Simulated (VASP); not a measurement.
**WSe2: single point with PBE+D3(BJ)**

WSe2:

```xyz
6
Lattice="3.2300 0.0010 0.0000 -1.6141 2.8468 0.0000 0.0000 0.0000 12.8182" Properties=species:S:1:pos:R:3 pbc="T T T"
W     1.6152    0.9515    3.2045
W     0.0007    1.8963    9.6136
Se    0.0002    1.9070    4.8965
Se    1.6157    0.9408   11.3056
Se    0.0002    1.9071    1.5126
Se    1.6157    0.9408    7.9217
```

This cell differs from its parent crystal: uniaxial strain along a: -1.5 %, then relaxed in part.

| Property | Result |
| --- | --- |
| Program | VASP 6.6.1 |
| Task | single point |
| Functional | PBE |
| Dispersion | D3(BJ) |
| Potentials or basis | VASP PAW PBE potentials, release 64 (W_sv, Se) |
| Cutoff | 520 eV |
| k mesh | 12 × 12 × 2 |
| Occupations | gaussian, width 0.02 eV |
| Spin | no spin polarisation |

```json
{"Pressure": "1.4 GPa", "Largest force": "0.048 eV/Å", "Band gap on the k mesh": "0.89 eV (least direct gap 1.64 eV)", "Dispersion energy per atom": "-0.480 eV"}
```

Forces on the atoms (eV/Å):
```
W    0.000 -0.002  0.000
W    0.000  0.002  0.000
Se   0.000  0.001  0.048
Se   0.000 -0.001  0.048
Se   0.000  0.001 -0.048
Se   0.000 -0.001 -0.048
```

Stress tensor (GPa, compression positive):
```
 3.37 -0.05  0.00
-0.05  0.26  0.00
 0.00  0.00  0.43
```

Levels at points of the mesh, in eV from the valence-band top:
```csv
k point,band 23,band 24,band 25,band 26,band 27,band 28,band 29,band 30
"(0.00, 0.00, 0.00)",-1.28,-1.24,-0.98,0.00,2.67,2.68,2.75,2.79
"(0.50, 0.00, 0.00)",-1.43,-1.34,-1.26,-1.02,2.27,2.28,2.38,2.83
"(0.00, 0.50, 0.00)",-1.53,-1.34,-1.12,-0.82,2.27,2.32,2.36,2.77
"(0.50, 0.50, 0.00)",-1.42,-1.35,-1.26,-1.03,2.27,2.28,2.38,2.83
"(0.00, 0.00, 0.50)",-1.32,-1.32,-0.22,-0.22,2.67,2.67,2.79,2.79
"(0.50, 0.00, 0.50)",-1.32,-1.32,-1.18,-1.18,2.29,2.29,2.62,2.62
"(0.00, 0.50, 0.50)",-1.41,-1.41,-0.97,-0.97,2.29,2.29,2.60,2.60
"(0.50, 0.50, 0.50)",-1.32,-1.32,-1.19,-1.19,2.29,2.29,2.62,2.62
```

Wall time 11 min on 1 thread of Intel Xeon 8259CL, with other jobs on the host, peak memory 0.6 GiB.

Caveat: the cell differs from its parent crystal (uniaxial strain along a: -1.5 %, then relaxed in part); spin-orbit coupling is left out, which moves the levels of the heavy elements. A k mesh can miss the band edges.
